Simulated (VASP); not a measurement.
# YS (I4/mmm) in VASP: a series of runs, part 2 of 2

VASP 6.6.1. The steps go on from the part before.

## 4. Electric field gradients, LDA (equal xx and yy strain of -1 %)

The input, INCAR:

```
SYSTEM = YS
PREC = Accurate
ENCUT = 520
EDIFF = 1E-8
ISMEAR = -1
SIGMA = 0.01
LREAL = .FALSE.
LASPH = .TRUE.
NELM = 80
ALGO = Normal
ISIF = 2
LWAVE = .FALSE.
LCHARG = .FALSE.
LEFG = .TRUE.
NBANDS = 16
```

The input, KPOINTS:

```
regular mesh
0
G
  8 8 8
  0 0 0
```

The input, POSCAR:

```
YS
1.0
    0.0000000000      2.7162135000      2.7436500000
    2.7162135000      0.0000000000      2.7436500000
    2.7162135000      2.7162135000      0.0000000000
Y S
1 1
Direct
    0.5000000000      0.5000000000      0.5000000000
    0.0000000000      0.0000000000      0.0000000000
```

Potentials or basis: VASP PAW LDA potentials, release 64 (Y_sv, S).

Launch:

```
> cat potpaw_LDA.64/Y_sv/POTCAR potpaw_LDA.64/S/POTCAR > POTCAR
> mpirun -np 1 vasp_std > vasp.out
```

OUTCAR:

```text
SYSTEM = YS
   PREC = Accurate
   ENCUT = 520
   EDIFF = 1E-8
   ISMEAR = -1
   LREAL = .FALSE.
   LASPH = .TRUE.
   NELM = 80
   ISIF = 2

 ion  position               nearest neighbor table
   1  0.500  0.500  0.500-   2 2.72   2 2.72   2 2.72   2 2.72   2 2.74   2 2.74
   2  0.000  0.000  0.000-   1 2.72   1 2.72   1 2.72   1 2.72   1 2.74   1 2.74

  LATTYP: Found a body centered tetragonal cell.
 ALAT       =     3.8413059700
 C/A-ratio  =     1.4284985479

  Lattice vectors:

 A1 = (  -2.7162135000,   0.0000000000,   2.7436500000)
 A2 = (   2.7162135000,   0.0000000000,   2.7436500000)
 A3 = (   0.0000000000,   2.7162135000,  -2.7436500000)

Analysis of symmetry for initial positions (statically):
=====================================================================
 Subroutine PRICEL returns:
 Original cell was already a primitive cell.

 Routine SETGRP: Setting up the symmetry group for a
 body centered tetragonal supercell.

 Subroutine GETGRP returns: Found 16 space group operations
 (whereof 16 operations were pure point group operations)
 out of a pool of 16 trial point group operations.

The static configuration has the point symmetry D_4h.

Analysis of symmetry for dynamics (positions and initial velocities):
=====================================================================
 Subroutine PRICEL returns:
 Original cell was already a primitive cell.

 Routine SETGRP: Setting up the symmetry group for a
 body centered tetragonal supercell.

 Subroutine GETGRP returns: Found 16 space group operations
 (whereof 16 operations were pure point group operations)
 out of a pool of 16 trial point group operations.

The dynamic configuration has the point symmetry D_4h.

 Subroutine INISYM returns: Found 16 space group operations
 (whereof 16 operations are pure point group operations),
 and found     1 'primitive' translations

----------------------------------------------------------------------------------------

                                     Primitive cell

  volume of cell :      40.4843

  direct lattice vectors                    reciprocal lattice vectors
     0.000000000  2.716213500  2.743650000    -0.184079786  0.184079786  0.182238988
     2.716213500  0.000000000  2.743650000     0.184079786 -0.184079786  0.182238988
     2.716213500  2.716213500  0.000000000     0.184079786  0.184079786 -0.182238988

  length of vectors
     3.860755250  3.860755250  3.841305970     0.317776311  0.317776311  0.317776311

  position of ions in fractional coordinates (direct lattice)
     0.500000000  0.500000000  0.500000000
     0.000000000  0.000000000  0.000000000

  ion indices of the primitive-cell ions
   primitive index   ion index
                 1           1
                 2           2

----------------------------------------------------------------------------------------

 KPOINTS: regular mesh

Automatic generation of k-mesh.
 Grid dimensions read from file:
[... 67 lines left out ...]
   EDIFFG = 0.1E-06   stopping-criterion for IOM
   NSW    =      0    number of steps for IOM
   IBRION =     -1    ionic relax: 0-MD 1-quasi-New 2-CG
   NFREE  =      0    steps in history (QN), initial steepest desc. (CG)
   ISIF   =      2    stress and relaxation
   ISYM   =      2    0-nonsym 1-usesym 2-fastsym
   POTIM  = 0.5000    time-step for ionic-motion
   TEBEG  =    0.0;   TEEND  =   0.0 temperature during run
   PSTRESS=    0.0 pullay stress
   NELECT =      17.0000    total number of electrons
   NUPDOWN=      -1.0000    fix difference up-down
   EMIN   =  10.00;   EMAX   =-10.00  energy-range for DOS
   EFERMI =   0.00;   METHOD = LEGACY
   ISMEAR =    -1;   SIGMA  =   0.01  broadening in eV -4-tet -1-fermi 0-gaus
   EFERMI_NEDOS =   21; number of points for ismear=-14 and -15
   IALGO  =     38    algorithm
   IMIX   =      4    mixing-type and parameters
     AMIX     =   0.40;   BMIX     =  1.00
     AMIX_MAG =   1.60;   BMIX_MAG =  1.00
  volume/ion in A,a.u.               =      20.24       136.60
  Fermi-wavevector in a.u.,A,eV,Ry     =   1.225920  2.316654 20.447938  1.502881
  Thomas-Fermi vector in A             =   2.360941
   LORBIT       =      0    0 simple, 1 ext, 2 COOP (PROOUT), +10 PAW based schemes
   GGA     = CA    functional components
   LHFCALC =     F    Hartree Fock is set to
   AEXX    =    0.0000 exact exchange contribution
   IVDW    =     0    specifies the selected vdW correction
   LEPSILON=     F    determine dielectric tensor
   LRPA    =     F    only Hartree local field effects (RPA)
 non-spin polarized calculation
  energy-cutoff  :      520.00
  volume of cell :       40.48
 maximum number of plane-waves:      1106
 NGX is ok and might be reduce to    30
   NGX = 15   NGY = 15   NGZ = 15

 number of electron      17.0000000 magnetization

 Free energy of the ion-electron system (eV)
  ---------------------------------------------------
  ext. energy  EPLUGINS =         0.00000000
  ---------------------------------------------------
  free energy    TOTEN  =       -16.02861870 eV

  energy without entropy =      -16.02799191  energy(sigma->0) =      -16.02830531

 E-fermi :   6.8059     XC(G=0): -10.8760

 val. band max:        6.7648079161   @ k =   0.1250   0.0000   0.0000
 cond. band min:       6.8119391237   @ k =   0.3750  -0.0000   0.1250
 fundamental gap:      0.0471312075
 Fermi energy:         6.8059256510

 k-point     1 :       0.0000    0.0000    0.0000
  band No.  band energies     occupation
      1     -36.2163      2.00000
      2     -16.2784      2.00000
      3     -16.2775      2.00000
      4     -16.2775      2.00000
      5      -8.2484      2.00000
      6       3.4595      2.00000
[... 433 lines left out ...]
      3     -16.3326      2.00000
      4     -16.3265      2.00000
      5      -7.2491      2.00000
      6       0.4512      2.00000
[... 8 lines left out ...]
     15      14.7077      0.00000
     16      14.8178      0.00000

 [... further k-points ...]
[... 5 lines left out ...]
  --------------------------------------------------------------------------------------
  -------------------------------------------------------------------------------------
  Total       -0.2528284     -0.2528284     -0.8344792      0.0000000      0.0000000      0.0000000
  in kB      -10.0057554    -10.0057554    -33.0247540      0.0000000      0.0000000      0.0000000
  external PRESSURE =     -17.6787549 kB  Pullay stress =       0.0000000 kB

 VOLUME and BASIS-vectors are now :
 -----------------------------------------------------------------------------
  energy-cutoff  :      520.00
  volume of cell :       40.48
      direct lattice vectors                 reciprocal lattice vectors
     0.000000000  2.716213500  2.743650000    -0.184079786  0.184079786  0.182238988
     2.716213500  0.000000000  2.743650000     0.184079786 -0.184079786  0.182238988
     2.716213500  2.716213500  0.000000000     0.184079786  0.184079786 -0.182238988

 POSITION                                       TOTAL-FORCE (eV/Angst)
 -----------------------------------------------------------------------------------
      2.71621      2.71621      2.74365         0.000000      0.000000     -0.000000
      0.00000      0.00000      0.00000         0.000000      0.000000      0.000000
 -----------------------------------------------------------------------------------
    total drift:                                0.000000     -0.000000      0.000000

  FREE ENERGIE OF THE ION-ELECTRON SYSTEM (eV)
  ---------------------------------------------------
  free  energy   TOTEN  =       -16.0286187011 eV

  energy  without entropy=      -16.0279919109  energy(sigma->0) =      -16.02830531

 Electric field gradients (V/A^2)
---------------------------------------------------------------------
 ion       V_xx      V_yy      V_zz      V_xy      V_xz      V_yz
---------------------------------------------------------------------
   1      -5.563    -5.563    11.126    -0.000    -0.000    -0.000
   2      -2.347    -2.347     4.694    -0.000    -0.000    -0.000
---------------------------------------------------------------------

 Electric field gradients after diagonalization (V/A^2)
 (convention: |V_zz| > |V_xx| > |V_yy|)
----------------------------------------------------------------------
 ion       V_xx      V_yy      V_zz     asymmetry (V_yy - V_xx)/ V_zz
----------------------------------------------------------------------
   1      -5.563    -5.563    11.126       0.000
   2      -2.347    -2.347     4.694       0.000
----------------------------------------------------------------------

           NMR quadrupolar parameters

 Cq : quadrupolar parameter    Cq=e*Q*V_zz/h
 eta: asymmetry parameters     (V_yy - V_xx)/ V_zz
 Q  : nuclear electric quadrupole moment in mb (millibarn)
----------------------------------------------------------------------
 ion       Cq(MHz)       eta       Q (mb)
----------------------------------------------------------------------
   1       0.027       0.000       1.000
   2       0.011       0.000       1.000
----------------------------------------------------------------------
```

OSZICAR:

```text
N       E                     dE             d eps       ncg     rms          rms(c)
DAV:   1     0.576741050076E+02    0.57674E+02   -0.77710E+03  1904   0.956E+02
DAV:   2    -0.130918811641E+02   -0.70766E+02   -0.66594E+02  2576   0.216E+02
DAV:   3    -0.167516377065E+02   -0.36598E+01   -0.36365E+01  2936   0.368E+01
DAV:   4    -0.168279268330E+02   -0.76289E-01   -0.76257E-01  2280   0.497E+00
DAV:   5    -0.168296679762E+02   -0.17411E-02   -0.17411E-02  2656   0.579E-01    0.281E+01
DAV:   6    -0.160985506759E+02    0.73112E+00   -0.98819E-01  2248   0.636E+00    0.206E+01
DAV:   7    -0.160420409292E+02    0.56510E-01   -0.40501E-01  2792   0.395E+00    0.623E+00
DAV:   8    -0.160294602437E+02    0.12581E-01   -0.84028E-02  2256   0.182E+00    0.512E-01
DAV:   9    -0.160287157388E+02    0.74450E-03   -0.61132E-03  2120   0.518E-01    0.223E-01
DAV:  10    -0.160286379608E+02    0.77778E-04   -0.27641E-04  2448   0.136E-01    0.158E-01
DAV:  11    -0.160286256142E+02    0.12347E-04   -0.20986E-04  2360   0.979E-02    0.127E-01
DAV:  12    -0.160286186871E+02    0.69270E-05   -0.33932E-05  2304   0.437E-02    0.351E-02
DAV:  13    -0.160286190459E+02   -0.35881E-06   -0.22469E-06  2368   0.108E-02    0.141E-02
DAV:  14    -0.160286187085E+02    0.33747E-06   -0.10608E-06  2352   0.753E-03    0.690E-03
DAV:  15    -0.160286187011E+02    0.73210E-08   -0.75586E-08  2296   0.202E-03
   1 F= -.16028619E+02 E0= -.16028305E+02  d E =-.626790E-03
```

stdout:

```text
POSCAR found type information on POSCAR Y S
 POSCAR found :  2 types and       2 ions
 scaLAPACK will be used
 LDA part: xc-table for (Slater(with rela. corr.)+CA(PZ))
 , standard interpolation
 POSCAR, INCAR and KPOINTS ok, starting setup
 FFT: planning ... GRIDC
 FFT: planning ... GRID_SOFT
 FFT: planning ... GRID
 WAVECAR not read
 entering main loop
ion   1

ion   2
```

It took 73 s on 1 thread of Intel Xeon Platinum 8259CL at 2.50GHz (Skylake/Cascade Lake), shared host; peak memory 0.19 GiB.

What came out:

```
Free energy                             : -16.0286 eV
Pressure                                : -1.8 GPa
Band gap on the k mesh                  : zero (an odd number of electrons rules out a gap without spin polarisation)
Largest electric field gradient by atom : Y +11.1; S +4.7 V/Å²
```

Stress tensor (GPa, compression positive):
```
-1.00  0.00  0.00
 0.00 -1.00  0.00
 0.00  0.00 -3.30
```

Electric field gradients, principal values (V/Å²):
| atom | least | middle | greatest (by size) |
| --- | --- | --- | --- |
| 1 Y | -5.563 | -5.563 | 11.126 |
| 2 S | -2.347 | -2.347 | 4.694 |

Caveat: the cell differs from its parent crystal (equal xx and yy strain of -1 %); without QUAD_EFG the Cq values of the log hold for a quadrupole moment of 1 mb, not for the nuclei.

The gap in the log of VASP goes by the Fermi energy; the results here count the filled bands.